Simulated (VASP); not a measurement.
Input of a VASP 6.6.1 run:

Contents of INCAR:

```
PREC = Accurate
ENCUT = 520
EDIFF = 1E-6
ISMEAR = -1
SIGMA = 0.05
LREAL = False
LASPH = True
NELM = 150
ALGO = Fast
ISIF = 2
LWAVE = False
LCHARG = False
ISPIN = 2
MAGMOM = 1 1 0 0.6 0
LORBIT = 11
LMAXMIX = 4
GGA = B5
ALDAX = 1.0
AGGAX = 1.0
AGGAC = 1.0
ALDAC = 0.0
NBANDS = 40
```

File KPOINTS:

```
Automatic mesh
0
Gamma
  8 8 2
```

The input POSCAR:

```
NiMoIrPdW
1.0
    2.7661600000      0.0000000000      0.0000000000
   -1.3830800000      2.3955700000      0.0000000000
    0.0000000000      0.0000000000     11.0229200000
Ni Mo Pd Ir W
1 1 1 1 1
Direct
    0.3333300000      0.6666700000      0.5971200000
    0.0000000000      0.0000000000      0.4107400000
    0.6666700000      0.3333300000      0.7952000000
    0.6666700000      0.3333300000      0.1996000000
    0.3333300000      0.6666700000      0.9973400000
```

Potentials or basis: VASP PAW PBE potentials, release 64 (Ni, Mo_sv, Pd, Ir, W_sv).

Run with:

```sh
$ cat potpaw_PBE.64/Ni/POTCAR potpaw_PBE.64/Mo_sv/POTCAR potpaw_PBE.64/Pd/POTCAR potpaw_PBE.64/Ir/POTCAR potpaw_PBE.64/W_sv/POTCAR > POTCAR
$ mpirun -np 1 vasp_std > vasp.out
```

Question: Estimate the pressure.

Answer: 12.8 GPa.

Question: What does it give for the largest force?

Answer: 0.245 eV/Å.

Question: Estimate the net moment.

Answer: 0.00 μB per cell.

Stress tensor (GPa, compression positive):
```
12.88  0.00  0.00
 0.00 12.88  0.00
 0.00  0.00 12.73
```

Caveat: the PAW data sets were made with another functional, which shifts forces and pressure a little.
